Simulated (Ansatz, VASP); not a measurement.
# Ti2Cl in VASP and in Ansatz

The input INCAR:

```
SYSTEM = Ti2Cl
PREC     = Accurate       ! precision mode
ENCUT    = 520            ! plane-wave cutoff, eV
EDIFF    = 1E-6           ! SCF threshold, eV
ISMEAR   = 0              ! smearing method
SIGMA    = 0.1            ! smearing width, eV
LREAL    = .False.        ! projectors in reciprocal space
LASPH    = .True.         ! aspherical terms in the spheres
NELM     = 150            ! most SCF steps
ALGO     = Normal         ! electronic algorithm
ISIF     = 2              ! what is computed and relaxed
LWAVE    = .False.        ! write WAVECAR
LCHARG   = .True.         ! write CHGCAR
ISPIN    = 2              ! spin polarisation
MAGMOM   = 1 1 0          ! initial moments
LORBIT   = 11             ! projections on sites
LMAXMIX  = 4              ! l up to which the mixer works
GGA      = PE             ! functional
LELF     = .True.         ! ELF
LVHAR    = .True.       
NBANDS   = 26             ! bands
```

The input KPOINTS:

```
regular mesh
0
Gamma
  6 6 4
  0 0 0
```

Contents of POSCAR:

```
Ti2Cl
1.0
    4.0161466200      0.0000000000      0.0000000000
   -2.0080733100      3.4780850000      0.0000000000
    0.0000000000      0.0000000000      4.1250907100
Ti Cl
2 1
Direct
    0.3333333300      0.6666666700      0.0000000000
    0.6666666700      0.3333333300      0.0000000000
    0.0000000000      0.0000000000      0.0000000000
```

Input for Ansatz:

```yaml
crystal:
  lattice:
    - [4.01614662, 0.0, 0.0]
    - [-2.00807331, 3.478085, 0.0]
    - [0.0, 0.0, 4.12509071]
  atoms:
    - { symbol: Ti, position: [0.33333333, 0.66666667, 0.0], spin: 1.0 }
    - { symbol: Ti, position: [0.66666667, 0.33333333, 0.0], spin: 1.0 }
    - { symbol: Cl, position: [0.0, 0.0, 0.0] }
basis:
  ecutwfc: 420
kpoints:
  mp_grid: { grid: [6, 6, 4] }
hamiltonian:
  xc: pbe
scf:
  occupations: { method: gaussian, width: 0.1 }
  lower_state_search: "off"
output:
  forces: true
  stress: true
  eigenvalues: true
  populations: true
magnetization:
  spin_polarized: true
```

Alike in both runs: task single point; functional PBE; k mesh 6 × 6 × 4; occupations gaussian, width 0.1 eV; collinear spin.

|  | VASP | Ansatz |
| --- | --- | --- |
| version | VASP 6.6.1 | Ansatz 0.2.0 |
| potentials or method | VASP PAW PBE potentials, release 64 (Ti_sv, Cl), cutoff 520 eV | scalar-relativistic, plane waves, PAW |
| valence electrons in the cell | 31 | 31 |

VASP gave:

| Property | Result |
| --- | --- |
| gap on the k mesh at the Fermi level (eV) | none |
| pressure (GPa) | 19.9 |
| traceless stress, the component that is largest in VASP (GPa) | -31.36 |
| net moment per atom (μB) | 0.00 |

Question: Which values does Ansatz return?

Answer: gap on the k mesh at the Fermi level (eV): none; pressure (GPa): 19.5; traceless stress, the component that is largest in VASP (GPa): -30.84; net moment per atom (μB): 0.00.

A gap of «none» marks a metal or a gap that the smearing closes. Ansatz's warnings: seeded moment not kept.

The k mesh is coarse, so the values compare programs but aren't converged.
